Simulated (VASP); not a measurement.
**ZnSe: single point with LDA**

Crystal: ZnSe.

```
Zn Se
1.0
     4.10200    0.00000    0.00000
     0.00000    4.10200    0.00000
     0.00000    0.00000    4.62540
Zn Se
2 2
Direct
  0.00000 0.00000 0.00000
  0.50000 0.50000 0.00000
  0.00000 0.50000 0.27970
  0.50000 0.00000 0.72030
```

| Item | Value |
| --- | --- |
| Program | VASP 6.6.1 |
| Task | single point |
| Functional | LDA |
| Potentials or basis | VASP PAW LDA potentials, release 64 (Zn, Se) |
| Cutoff | 520 eV |
| k mesh | 8 × 8 × 6 |
| Occupations | gaussian, width 0.05 eV |
| Spin | no spin polarisation |
| Dipole correction | no |
| Further INCAR settings | ALGO = Normal; EDIFF = 1e-06; NBANDS = 26 |

```
Pressure               : 5.1 GPa
Largest force          : 1.077 eV/Å
Band gap on the k mesh : 0.61 eV, direct
```

Forces in eV/Å, atoms in the order of the input:
```
Zn   0.000  0.000  0.000
Zn   0.000  0.000  0.000
Se   0.000  0.000  1.077
Se   0.000  0.000 -1.077
```

Stress tensor (GPa, compression positive):
```
4.22 0.00 0.00
0.00 4.22 0.00
0.00 0.00 6.78
```

Levels at points of the mesh, in eV from the valence-band top:
```tsv
k point	band 14	band 15	band 16	band 17	band 18	band 19	band 20	band 21	band 22	band 23
(0.00, 0.00, 0.00)	-3.61	-3.61	-0.11	-0.11	0.00	0.61	1.75	2.16	5.98	5.98
(0.50, 0.00, 0.00)	-4.61	-2.12	-2.12	-1.78	-1.78	3.17	3.17	5.72	5.72	7.07
(0.50, 0.50, 0.00)	-5.47	-2.30	-2.30	-1.78	-1.78	2.83	2.83	3.76	3.76	9.90
(0.00, 0.00, 0.50)	-2.84	-2.84	-1.70	-1.26	-1.26	1.29	3.68	4.14	5.18	7.03
(0.50, 0.00, 0.50)	-5.93	-1.52	-1.52	-0.47	-0.47	1.87	1.87	5.04	5.04	7.47
(0.50, 0.50, 0.50)	-4.84	-3.76	-3.76	-3.53	-3.53	6.36	6.36	6.43	6.43	9.46
```

It took 85 s on 1 thread of Intel(R) Xeon(R) Platinum 8488C (Sapphire Rapids), on a shared host, peak memory 0.23 GiB.

Caveat: forces of over 1 eV/Å act on the atoms, so gaps and moduli don't describe the material at rest. A k mesh can miss the band edges.
